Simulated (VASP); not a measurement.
Here is a VASP 6.6.1 calculation.

POSCAR

```
B32HN32
1.0
    7.2115910000      0.0000000000      0.0000000000
    0.0000000000      7.2115910000      0.0000000000
    0.0000000000      0.0000000000      7.2115910000
B N H
32 32 1
Direct
    0.9986110000      0.0006020000      0.0019000000
    0.0000430000      0.9992180000      0.5029810000
    0.9971130000      0.5011710000      0.0009760000
    0.9983990000      0.5001950000      0.5019640000
    0.4975550000      0.9979660000      0.0018760000
    0.5007070000      0.9948460000      0.5070810000
    0.4970880000      0.5090570000      0.9924340000
    0.4969330000      0.4996850000      0.5039620000
    0.2463030000      0.2486420000      0.9997960000
    0.2488730000      0.2515710000      0.5029280000
    0.2468890000      0.7523460000      0.0003830000
    0.2480330000      0.7501570000      0.5021360000
    0.7494330000      0.2515710000      0.0023680000
    0.7539850000      0.2466220000      0.5074780000
    0.7486420000      0.7501580000      0.0015270000
    0.7491820000      0.7485330000      0.5026750000
    0.2483820000      0.9979660000      0.2510490000
    0.2484060000      0.0006020000      0.7521050000
    0.2389420000      0.5090550000      0.2505820000
    0.2474820000      0.5011710000      0.7506060000
    0.7535870000      0.9948470000      0.2542020000
    0.7494860000      0.9992180000      0.7535370000
    0.7504690000      0.4996850000      0.2504270000
    0.7484710000      0.5001960000      0.7518920000
    0.9994170000      0.2499710000      0.2522040000
    0.9989690000      0.2502160000      0.7524630000
    0.9969910000      0.7513450000      0.2517740000
    0.9982100000      0.7503090000      0.7517040000
    0.5276070000      0.2134140000      0.2811030000
    0.4987100000      0.2499710000      0.7529110000
    0.4983570000      0.7496500000      0.2518510000
    0.4982800000      0.7513450000      0.7504850000
    0.1250420000      0.1258240000      0.1279040000
    0.1247500000      0.1259400000      0.6271460000
    0.1192380000      0.6297590000      0.1261550000
    0.1232370000      0.6254890000      0.6265600000
    0.6258460000      0.1219410000      0.1291170000
    0.6249060000      0.1240660000      0.6292010000
    0.6228910000      0.6250170000      0.1265350000
    0.6234770000      0.6244290000      0.6266100000
    0.3595900000      0.3949650000      0.1130830000
    0.3737540000      0.3751650000      0.6274140000
    0.3735930000      0.8748640000      0.1270860000
    0.3738400000      0.8753470000      0.6274890000
    0.8739200000      0.3751660000      0.1272470000
    0.8745120000      0.3751670000      0.6280050000
    0.8739960000      0.8753470000      0.1273330000
    0.8741050000      0.8749370000      0.6275980000
    0.3756220000      0.1219400000      0.3793400000
    0.3744100000      0.1258230000      0.8785350000
    0.3730410000      0.6250160000      0.3763850000
    0.3726610000      0.6297600000      0.8727310000
    0.8757070000      0.1240660000      0.3783990000
    0.8736520000      0.1259410000      0.8782430000
    0.8731160000      0.6244290000      0.3769700000
    0.8730670000      0.6254900000      0.8767300000
    0.1241140000      0.3759730000      0.3761140000
    0.1232930000      0.3760110000      0.8767860000
    0.1241450000      0.8752740000      0.3772990000
    0.1232120000      0.8766920000      0.8767060000
    0.6257720000      0.3710720000      0.3792660000
    0.6226210000      0.3759730000      0.8776080000
    0.6247820000      0.8734120000      0.3782750000
    0.6238060000      0.8752750000      0.8776390000
    0.4579310000      0.3812920000      0.2114040000
```

Contents of INCAR.step1:

```
SYSTEM = B32HN32
  ALGO = Normal
  EDIFF = 1E-5
  ENCUT = 520
  GGA = PE
  GGA_COMPAT = .FALSE.
  ISIF = 2
  ISMEAR = -1
  ISYM = -1
  LASPH = .TRUE.
  LCHARG = .FALSE.
  LREAL = Auto
  LWAVE = .TRUE.
  NBANDS = 166
  NELECT = 256.0
  NELM = 120
  PREC = Accurate
  SIGMA = 0.05
```

The input INCAR.step2:

```
SYSTEM = B32HN32
  ALGO = Normal
  EDIFF = 1E-6
  ENCUT = 520
  GGA = PE
  GGA_COMPAT = .FALSE.
  HFSCREEN = 0.2079
  ISIF = 2
  ISMEAR = -1
  ISTART = 1
  ISYM = -1
  LASPH = .TRUE.
  LCHARG = .FALSE.
  LHFCALC = .TRUE.
  LREAL = Auto
  LWAVE = .FALSE.
  NBANDS = 166
  NELECT = 256.0
  NELM = 120
  PREC = Accurate
  PRECFOCK = Fast
  SIGMA = 0.05
```

Contents of KPOINTS:

```
explicit points
1
Reciprocal
  0.25000000   0.25000000   0.25000000 1
```

Potentials or basis: VASP PAW PBE potentials, release 64 (B, N, H).

Run with:

```bash
$ cat potpaw_PBE.64/B/POTCAR potpaw_PBE.64/N/POTCAR potpaw_PBE.64/H/POTCAR > POTCAR
$ cp INCAR.step1 INCAR
$ mpirun -np 1 vasp_std > vasp.out
$ cp INCAR.step2 INCAR
$ mpirun -np 1 vasp_std > vasp.out
```

(1) Estimate the largest force.

## Answers

(1) 0.103 eV/Å.

Caveat: the cell carries a net charge on a neutralising background, which shifts energy and pressure; the PAW data sets were made with another functional, which shifts forces and pressure a little.
